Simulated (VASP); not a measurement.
Crystal: GaN.

```xyz
4
Lattice="3.1587 0.0000 0.0000 -1.5793 2.7355 0.0000 0.0000 0.0000 5.1313" Properties=species:S:1:pos:R:3 pbc="T T T"
Ga    1.5793    0.9118    2.5657
Ga    0.0000    1.8237    0.0000
N     1.5793    0.9118    4.4899
N     0.0000    1.8237    1.9242
```

Base run:

| Quantity | Value |
| --- | --- |
| Program | VASP 6.6.1 |
| Functional | r2SCAN |
| Dispersion | rVV10 |
| Potentials or basis | VASP PAW PBE potentials, release 64 (Ga_d, N) |
| Cutoff | 520 eV |
| k mesh | 10 × 10 × 5 |
| Occupations | fermi-dirac, width 0.05 eV |
| Spin | no spin polarisation |

Its results: band gap on the k mesh 2.48 eV, direct; pressure 5.1 GPa; largest force 0.144 eV/Å.

Q: The run is repeated on the same cell with these changes: dispersion from rVV10 to D3(BJ); further incar settings from ALGO = Normal; EDIFF = 1e-06; NBANDS = 26 to ALGO = Normal; EDIFF = 1e-07; NBANDS = 26. What comes out?

A: Band gap on the k mesh 2.52 eV, direct; pressure 4.7 GPa; largest force 0.146 eV/Å.

Caveats: the PAW data sets were made with another functional, which shifts forces and pressure a little.

